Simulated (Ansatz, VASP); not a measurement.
## Mo6CO: VASP beside Ansatz

```
Mo C O
1.0
     4.46958    0.00000    0.00000
    -2.23479    3.87077    0.00000
     0.00000    0.00000   22.25957
Mo C O
6 1 1
Cartesian
  2.2348 1.2903 4.0000
  0.0000 2.5805 4.9123
  0.0000 0.0000 5.8247
  2.2348 1.2903 6.6566
  0.0000 2.5805 7.4686
  0.0000 0.0000 8.2596
  0.0000 1.2903 10.0996
  0.0000 2.4503 10.0996
```

Alike in both runs: task single point; functional PBE; k mesh 6 × 6 × 1; occupations gaussian, width 0.1 eV; no spin polarisation.

|  | VASP | Ansatz |
| --- | --- | --- |
| version | VASP 6.6.1 | Ansatz 0.2.0 |
| potentials or method | VASP PAW PBE potentials, release 64 (Mo_sv, C, O), cutoff 520 eV | scalar-relativistic, plane waves, PAW |
| valence electrons in the cell | 94 | 94 |

```tsv
	VASP	Ansatz	Ansatz less VASP
gap on the k mesh at the Fermi level (eV)	0.07	0.07	0.000
least direct gap on the mesh (eV)	0.09	0.09	0.000
rms of the force components (eV/Å)	1.019	0.874	-0.1445
```

Atom by atom the forces differ by 0.231 eV/Å (rms over components).

Noted on VASP's run: the standard files for N, O and F lose accuracy on very short bonds.
